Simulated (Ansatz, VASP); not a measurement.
**Fe2Ge: VASP beside Ansatz**

INCAR

```
PREC = Accurate
ENCUT = 520
EDIFF = 1E-6
ISMEAR = 0
SIGMA = 0.1
LREAL = False
LASPH = True
NELM = 150
ALGO = Normal
ISIF = 2
LWAVE = False
LCHARG = False
ISPIN = 2
MAGMOM = 2.4 2.4 2.4 2.4 0 0
LORBIT = 11
LMAXMIX = 4
GGA = PS
NBANDS = 43
```

KPOINTS

```
Automatic mesh
0
Gamma
  8 8 6
```

POSCAR

```
Fe2Ge
1.0
    3.9604630769      0.0000000000      0.0000000000
   -1.9802267470      3.4298612420      0.0000000000
    0.0000000000      0.0000000000      4.7998048418
Fe Ge
4 2
Direct
    0.0000000000      0.0000000000      0.0000000000
    0.0000000000      0.0000000000      0.5000000000
    0.6666666667      0.3333333333      0.7500000000
    0.3333333333      0.6666666667      0.2500000000
    0.6666666667      0.3333333333      0.2500000000
    0.3333333333      0.6666666667      0.7500000000
```

Input for Ansatz:

```yaml
crystal:
  lattice:
    - [3.960463076931813, 0.0, 0.0]
    - [-1.9802267470460497, 3.429861241960681, 0.0]
    - [0.0, 0.0, 4.799804841812644]
  atoms:
    - { symbol: Fe, position: [0.0, 0.0, 0.0], spin: 2.4 }
    - { symbol: Fe, position: [0.0, 0.0, 0.5], spin: 2.4 }
    - { symbol: Fe, position: [0.6666666666666666, 0.3333333333333333, 0.75], spin: 2.4 }
    - { symbol: Fe, position: [0.3333333333333333, 0.6666666666666666, 0.25], spin: 2.4 }
    - { symbol: Ge, position: [0.6666666666666666, 0.3333333333333333, 0.25] }
    - { symbol: Ge, position: [0.3333333333333333, 0.6666666666666666, 0.75] }
basis:
  ecutwfc: 510.0
kpoints:
  mp_grid:
    grid: [8, 8, 6]
hamiltonian:
  xc: pbesol
magnetization:
  spin_polarized: true
scf:
  occupations:
    method: gaussian
    width: 0.1
output:
  stress: true
```

Alike in both runs: task single point; functional PBEsol; k mesh 8 × 8 × 6; occupations gaussian, width 0.1 eV; collinear spin.

|  | VASP | Ansatz |
| --- | --- | --- |
| version | VASP 6.6.1 | Ansatz 0.2.0 |
| potentials or method | VASP PAW PBE potentials, release 64 (Fe, Ge_d), cutoff 520 eV | plane waves, PAW |
| valence electrons in the cell | 60 | 92 |

Ansatz gave:

| Property | Result |
| --- | --- |
| pressure (GPa) | 15.8 |
| traceless stress, the component that is largest in VASP (GPa) | -1.24 |
| net moment per atom (μB) | 1.04 |
| size of the moment on the site where the two differ most (μB) | 0.04 |

Problem. Estimate VASP's values.

Solution. Pressure (GPa): 16.5; traceless stress, the component that is largest in VASP (GPa): -1.46; net moment per atom (μB): 1.04; size of the moment on the site where the two differ most (μB): 0.06.

VASP's potentials were made for PBE, not for PBEsol. Site moments also hang on the region over which each program counts them. VASP's potentials hold 60 valence electrons a cell and Ansatz's 92, so a difference there can come from the potentials and not from the codes. Ansatz's warnings: structure snapped to symmetry.
